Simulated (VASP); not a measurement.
# Sn (Immm) in VASP: single point with r2SCAN

Aim: the single point of Sn with r2SCAN.

All numbers are computed with VASP 6.6.1; they aren't measurements. Logs are shortened: lines on timing, memory, paths and dates and some standing lists are left out, and cuts for length are marked.

### Step 1. The cell of the first run

The structure is orthorhombic, space group Immm (No. 71). The conventional cell has a = 3.626 Å, b = 3.729 Å, c = 4.443 Å, α = 90.00°, β = 90.00°, γ = 90.00°. Sn (site symmetry mmm) has 14 Sn at 3.42 to 4.44 Å within 4.5 Å.

### Step 2. Single point, r2SCAN (strain +0.050 along x and y, -0.050 along z)

File POSCAR:

```
Sn
1.0
   -1.8128659500      1.8643243500      2.2214249000
    1.8128659500     -1.8643243500      2.2214249000
    1.8128659500      1.8643243500     -2.2214249000
Sn
1
Direct
    0.0000000000      0.0000000000      0.0000000000
```

File INCAR.step1:

```
  PREC = Accurate
  ENCUT = 520
  ISMEAR = 0
  SIGMA = 0.15
  LREAL = F
  LASPH = T
  NELM = 60
  NBANDS = 13
  GGA = PE
  ALGO = Normal
  EDIFF = 1E-4
  LWAVE = T
  LCHARG = F
```

File INCAR.step2:

```
  PREC = Accurate
  ENCUT = 520
  EDIFF = 1E-7
  ISMEAR = 0
  SIGMA = 0.15
  LREAL = F
  LASPH = T
  NELM = 60
  ALGO = Normal
  ISIF = 2
  LWAVE = F
  LCHARG = F
  METAGGA = R2SCAN
  LMIXTAU = T
  NBANDS = 13
  ISTART = 1
```

File KPOINTS:

```
regular mesh
0
Gamma
  20 20 20
```

Potentials or basis: VASP PAW PBE potentials, release 64 (Sn_d).

Run with:

```bash
$ cat potpaw_PBE.64/Sn_d/POTCAR > POTCAR
$ cp INCAR.step1 INCAR
$ mpirun -np 1 vasp_std > vasp.out
$ cp INCAR.step2 INCAR
$ mpirun -np 1 vasp_std > vasp.out
```

OUTCAR:

```text
PREC = Accurate
   ENCUT = 520
   EDIFF = 1E-7
   ISMEAR = 0
   LREAL = F
   LASPH = T
   NELM = 60
   ISIF = 2
   METAGGA = R2SCAN
   ISTART = 1

 ion  position               nearest neighbor table
   1  0.000  0.000  0.000-

  LATTYP: Found a body centered orthorhombic cell.
 ALAT       =     3.6257319000
 B/A-ratio  =     1.0283851103
 C/A-ratio  =     1.2253663322

  Lattice vectors:

 A1 = (  -1.8128659500,   1.8643243500,   2.2214249000)
 A2 = (   1.8128659500,  -1.8643243500,   2.2214249000)
 A3 = (   1.8128659500,   1.8643243500,  -2.2214249000)

Analysis of symmetry for initial positions (statically):
=====================================================================
 Subroutine PRICEL returns:
 Original cell was already a primitive cell.

 Routine SETGRP: Setting up the symmetry group for a
 body centered orthorhombic supercell.

 Subroutine GETGRP returns: Found  8 space group operations
 (whereof  8 operations were pure point group operations)
 out of a pool of  8 trial point group operations.

The static configuration has the point symmetry D_2h.

Analysis of symmetry for dynamics (positions and initial velocities):
=====================================================================
 Subroutine PRICEL returns:
 Original cell was already a primitive cell.

 Routine SETGRP: Setting up the symmetry group for a
 body centered orthorhombic supercell.

 Subroutine GETGRP returns: Found  8 space group operations
 (whereof  8 operations were pure point group operations)
 out of a pool of  8 trial point group operations.

The dynamic configuration has the point symmetry D_2h.

 Subroutine INISYM returns: Found  8 space group operations
 (whereof  8 operations are pure point group operations),
 and found     1 'primitive' translations

----------------------------------------------------------------------------------------

                                     Primitive cell

  volume of cell :      30.0316

  direct lattice vectors                    reciprocal lattice vectors
    -1.812865950  1.864324350  2.221424900     0.000000000  0.268193676  0.225080758
     1.812865950 -1.864324350  2.221424900     0.275806383  0.000000000  0.225080758
     1.812865950  1.864324350 -2.221424900     0.275806383  0.268193676  0.000000000

  length of vectors
     3.420075558  3.420075558  3.420075558     0.350127399  0.355992287  0.384703793

  position of ions in fractional coordinates (direct lattice)
     0.000000000  0.000000000  0.000000000

  ion indices of the primitive-cell ions
   primitive index   ion index
                 1           1

----------------------------------------------------------------------------------------

 KPOINTS: regular mesh

Automatic generation of k-mesh.
 Grid dimensions read from file:
 generate k-points for:   20   20   20

 Generating k-lattice:

  Cartesian coordinates                     Fractional coordinates (reciprocal lattice)
     0.000000000  0.013409684  0.011254038     0.050000000  0.000000000 -0.000000000
     0.013790319  0.000000000  0.011254038     0.000000000  0.050000000 -0.000000000
     0.013790319  0.013409684  0.000000000     0.000000000  0.000000000  0.050000000

  Length of vectors
     0.017506370  0.017799614  0.019235190

  Shift w.r.t. Gamma in fractional coordinates (k-lattice)
     0.000000000  0.000000000  0.000000000

 Subroutine IBZKPT returns following result:
 ===========================================

 Found   1166 irreducible k-points:

 Following reciprocal coordinates:
            Coordinates               Weight
  0.000000  0.000000  0.000000      1.000000
  0.050000  0.000000  0.000000      4.000000
  0.100000 -0.000000  0.000000      4.000000
  0.150000 -0.000000  0.000000      4.000000
  0.200000 -0.000000  0.000000      4.000000
  0.250000 -0.000000  0.000000      4.000000
[... 16 lines left out ...]
 -0.450000  0.050000 -0.000000      8.000000
 -0.400000  0.050000  0.000000      8.000000
 [... further k-points ...]
   k-points           NKPTS =   1166   k-points in BZ     NKDIM =   1166   number of bands    NBANDS=     13
   number of dos      NEDOS =    301   number of ions     NIONS =      1
   total plane-waves  NPLWV =  21952
   dimension x,y,z NGX =    28 NGY =   28 NGZ =   28
   dimension x,y,z NGXF=    56 NGYF=   56 NGZF=   56
   ions per type =               1
   NGX,Y,Z   is equivalent  to a cutoff of  13.61, 13.61, 13.61 a.u.
   NGXF,Y,Z  is equivalent  to a cutoff of  27.22, 27.22, 27.22 a.u.
 SYSTEM =  unknown system
   PREC   = accura    normal or accurate (medium, high low for compatibility)
   ISTART =      1    job   : 0-new  1-cont  2-samecut
   ICHARG =      0    charge: 1-file 2-atom 10-const
   ISPIN  =      1    spin polarized calculation?
   LNONCOLLINEAR =      F non collinear calculations
   LSORBIT =      F    spin-orbit coupling
   LASPH  =      T    aspherical Exc in radial PAW
   ENCUT  =  520.0 eV  38.22 Ry    6.18 a.u.   6.36  6.36  6.36*2*pi/ulx,y,z
   NELM   =     60;   NELMIN=  2; NELMDL=  0     # of ELM steps
   EDIFF  = 0.1E-06   stopping-criterion for ELM
   LREAL  =      F    real-space projection
   EDIFFG = 0.1E-05   stopping-criterion for IOM
   NSW    =      0    number of steps for IOM
   IBRION =     -1    ionic relax: 0-MD 1-quasi-New 2-CG
   NFREE  =      0    steps in history (QN), initial steepest desc. (CG)
   ISIF   =      2    stress and relaxation
   ISYM   =      2    0-nonsym 1-usesym 2-fastsym
   POTIM  = 0.5000    time-step for ionic-motion
   TEBEG  =    0.0;   TEEND  =   0.0 temperature during run
   PSTRESS=    0.0 pullay stress
   NELECT =      14.0000    total number of electrons
   NUPDOWN=      -1.0000    fix difference up-down
   EMIN   =  10.00;   EMAX   =-10.00  energy-range for DOS
   EFERMI =   0.00;   METHOD = LEGACY
   ISMEAR =     0;   SIGMA  =   0.15  broadening in eV -4-tet -1-fermi 0-gaus
   EFERMI_NEDOS =   21; number of points for ismear=-14 and -15
   IALGO  =     38    algorithm
   IMIX   =      4    mixing-type and parameters
     AMIX     =   0.40;   BMIX     =  1.00
     AMIX_MAG =   1.60;   BMIX_MAG =  1.00
  volume/ion in A,a.u.               =      30.03       202.66
  Fermi-wavevector in a.u.,A,eV,Ry     =   1.269379  2.398778 21.923375  1.611323
  Thomas-Fermi vector in A             =   2.402423
   LORBIT       =      0    0 simple, 1 ext, 2 COOP (PROOUT), +10 PAW based schemes
   METAGGA = R2SCAN    functional components
   LHFCALC =     F    Hartree Fock is set to
   AEXX    =    0.0000 exact exchange contribution
   IVDW    =     0    specifies the selected vdW correction
   LEPSILON=     F    determine dielectric tensor
   LRPA    =     F    only Hartree local field effects (RPA)
 non-spin polarized calculation
 Gauss-broadening in eV      SIGMA  =   0.15
  energy-cutoff  :      520.00
  volume of cell :       30.03
 maximum number of plane-waves:       833
 NGX is ok and might be reduce to    28
   NGX = 13   NGY = 13   NGZ = 13

 number of electron      14.0000000 magnetization

 Free energy of the ion-electron system (eV)
  ---------------------------------------------------
  ext. energy  EPLUGINS =         0.00000000
  ---------------------------------------------------
  free energy    TOTEN  =       -24.47059413 eV

  energy without entropy =      -24.46402455  energy(sigma->0) =      -24.46730934

 E-fermi :   6.9210     XC(G=0): -10.7421

 val. band max:        6.9182344701   @ k =  -0.3500   0.4500   0.3500
 cond. band min:       6.9221408459   @ k =   0.5000   0.3000   0.0000
 fundamental gap:      0.0039063758
 Fermi energy:         6.9209753828

 k-point     1 :       0.0000    0.0000    0.0000
  band No.  band energies     occupation
      1     -15.3384      2.00000
      2     -15.3267      2.00000
      3     -15.3001      2.00000
      4     -15.2695      2.00000
      5     -15.2156      2.00000
      6      -4.0686      2.00000
      7      14.0768      0.00000
      8      14.1598      0.00000
      9      14.5998      0.00000
     10      18.3288      0.00000
     11      18.4082      0.00000
     12      18.9687      0.00000
     13      19.5030      0.00000

 k-point     2 :       0.0500    0.0000    0.0000
  band No.  band energies     occupation
      1     -15.3368      2.00000
      2     -15.3249      2.00000
      3     -15.2991      2.00000
      4     -15.2697      2.00000
      5     -15.2162      2.00000
      6      -4.0189      2.00000
      7      13.5608      0.00000
      8      14.0938      0.00000
      9      14.4562      0.00000
     10      17.8317      0.00000
     11      18.8618      0.00000
     12      19.0922      0.00000
     13      19.9898      0.00000

 k-point     3 :       0.1000   -0.0000    0.0000
  band No.  band energies     occupation
      1     -15.3325      2.00000
      2     -15.3216      2.00000
      3     -15.2944      2.00000
      4     -15.2703      2.00000
      5     -15.2179      2.00000
      6      -3.8699      2.00000
      7      12.2959      0.00000
      8      14.0283      0.00000
      9      14.0903      0.00000
     10      17.4636      0.00000
     11      19.1731      0.00000
     12      19.1736      0.00000
     13      19.9892      0.00000
[... 305 lines left out ...]
 k-point    23 :      -0.4500    0.0500   -0.0000
  band No.  band energies     occupation
      1     -15.3370      2.00000
      2     -15.3104      2.00000
      3     -15.2716      2.00000
      4     -15.2166      2.00000
      5     -15.1816      2.00000
      6      -0.5805      2.00000
      7       3.3534      2.00000
      8      11.2850      0.00000
      9      12.9450      0.00000
     10      16.5443      0.00000
     11      16.8598      0.00000
     12      18.2200      0.00000
     13      21.4508      0.00000

 k-point    24 :      -0.4000    0.0500    0.0000
  band No.  band energies     occupation
      1     -15.3348      2.00000
      2     -15.3096      2.00000
      3     -15.2716      2.00000
      4     -15.2191      2.00000
      5     -15.1940      2.00000
      6      -1.2474      2.00000
      7       4.4019      2.00000
      8      11.5144      0.00000
      9      12.9999      0.00000
     10      16.6709      0.00000
     11      16.8549      0.00000
     12      18.1342      0.00000
     13      22.0538      0.00000

 [... further k-points ...]
[... 5 lines left out ...]
  --------------------------------------------------------------------------------------
  -------------------------------------------------------------------------------------
  Total       -0.8128240     -0.7706912     -0.7330656      0.0000000      0.0000000      0.0000000
  in kB      -43.3639002    -41.1161245    -39.1088121      0.0000000      0.0000000      0.0000000
  external PRESSURE =     -41.1962789 kB  Pullay stress =       0.0000000 kB

 VOLUME and BASIS-vectors are now :
 -----------------------------------------------------------------------------
  energy-cutoff  :      520.00
  volume of cell :       30.03
      direct lattice vectors                 reciprocal lattice vectors
    -1.812865950  1.864324350  2.221424900     0.000000000  0.268193676  0.225080758
     1.812865950 -1.864324350  2.221424900     0.275806383  0.000000000  0.225080758
     1.812865950  1.864324350 -2.221424900     0.275806383  0.268193676  0.000000000

 POSITION                                       TOTAL-FORCE (eV/Angst)
 -----------------------------------------------------------------------------------
      0.00000      0.00000      0.00000         0.000000      0.000000      0.000000
 -----------------------------------------------------------------------------------
    total drift:                               -0.000000     -0.000000     -0.000000

  FREE ENERGIE OF THE ION-ELECTRON SYSTEM (eV)
  ---------------------------------------------------
  free  energy   TOTEN  =       -24.4705941251 eV

  energy  without entropy=      -24.4640245505  energy(sigma->0) =      -24.46730934
```

Wall time 33 min (1 thread of Intel Xeon Platinum 8259CL at 2.50GHz (Skylake/Cascade Lake), shared host); peak memory 0.52 GiB.

What came out:

- Free energy: -24.4706 eV
- Pressure: -4.1 GPa
- Band gap on the k mesh: zero (bands 7 and 8 overlap by 9.17 eV)

Levels at points of the mesh, in eV from the Fermi level:
```csv
k point,band 3,band 4,band 5,band 6,band 7,band 8,band 9,band 10,band 11,band 12
"(0.00, 0.00, 0.00)",-22.22,-22.19,-22.14,-10.99,7.16,7.24,7.68,11.41,11.49,12.05
"(0.50, 0.00, 0.00)",-22.19,-22.14,-22.09,-6.98,-4.37,4.55,6.35,9.22,9.75,11.70
"(0.00, 0.50, 0.00)",-22.19,-22.13,-22.09,-6.75,-4.31,4.15,5.90,8.79,9.21,11.83
"(0.50, 0.50, 0.00)",-22.14,-22.12,-22.07,-5.81,-3.87,2.31,3.44,6.56,6.62,18.20
"(0.50, 0.50, 0.50)",-22.12,-22.09,-22.08,-3.76,-2.45,0.47,1.07,4.39,5.09,19.13
```

Caveat: the cell differs from its parent crystal (strain +0.050 along x and y, -0.050 along z); the cell stands under tension; the PAW data sets were made with another functional, which shifts forces and pressure a little; spin-orbit coupling is left out, which moves the levels of the heavy elements.
